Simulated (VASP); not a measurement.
Write the native input for VASP 6.6.1 that does the following.

```yaml
Task: relaxation of cell and atoms
Functional: PBE
Potentials_or_basis: VASP PAW PBE potentials, release 64 (K_sv, Zr_sv, Cl)
Cutoff: 600 eV
k_mesh: 6 × 6 × 2
Occupations: gaussian, width 0.1 eV
Spin: no spin polarisation
Dipole_correction: no
Further_INCAR_settings: ALGO = Normal; EDIFF = 1e-06; IBRION = 2; EDIFFG = -0.04; NSW = 90; ISIF = 3
```

The structure of KZr2Cl6 lies in POSCAR:

```
KZr2Cl6
1.0
    4.6915893500      0.0000000000      0.0000000000
   -2.3457946800      4.0630355600      0.0000000000
    0.0000000000      0.0000000000     11.4920000000
K Zr Cl
1 2 6
Direct
    0.0000000000      0.0000000000      0.0000000000
    0.3333333300      0.6666666700      0.6666666700
    0.6666666700      0.3333333300      0.3333333300
    0.6666666700      0.3333333300      0.5833333300
    0.0000000000      0.0000000000      0.2500000000
    0.3333333300      0.6666666700      0.9166666700
    0.3333333300      0.6666666700      0.4166666700
    0.6666666700      0.3333333300      0.0833333300
    0.0000000000      0.0000000000      0.7500000000
```

These files were run (other wordings do the same):

INCAR

```
SYSTEM = KZr2Cl6
  ALGO = Normal
  EDIFF = 1E-6
  EDIFFG = -0.04
  ENCUT = 600
  GGA = PE
  IBRION = 2
  ISIF = 3
  ISMEAR = 0
  LASPH = .TRUE.
  LCHARG = .FALSE.
  LREAL = .FALSE.
  LWAVE = .FALSE.
  NELM = 60
  NSW = 90
  PREC = Accurate
  SIGMA = 0.1
```

KPOINTS

```
k-points
0
G
  6 6 2
  0 0 0
```

Potentials or basis: VASP PAW PBE potentials, release 64 (K_sv, Zr_sv, Cl).

Command:

```bash
$ cat potpaw_PBE.64/K_sv/POTCAR potpaw_PBE.64/Zr_sv/POTCAR potpaw_PBE.64/Cl/POTCAR > POTCAR
$ mpirun -np 1 vasp_std > vasp.out
```

Results of the run:

```
Relaxed volume                        : 24.93 Å³/atom
Relaxed cell                          : a = 4.549 Å, b = 4.549 Å, c = 12.522 Å, α = 90.00°, β = 90.00°, γ = 120.00°
Space group after relaxing (to 0.1 Å) : P-3m1 (No. 164)
Energy gained by relaxing             : 205.1 meV/atom
Ionic steps                           : 25
Pressure after relaxing               : 0.0 GPa
Largest force after relaxing          : 0.027 eV/Å
Band gap on the k mesh                : zero (an odd number of electrons rules out a gap without spin polarisation)
```

Caveat: an odd number of electrons without spin polarisation forces a metal; a magnetic or distorted state may lie lower.

Run time: 36 min on 1 thread of Intel(R) Xeon(R) 6975P-C (Granite Rapids), with other jobs on the host, peak memory 0.51 GiB.
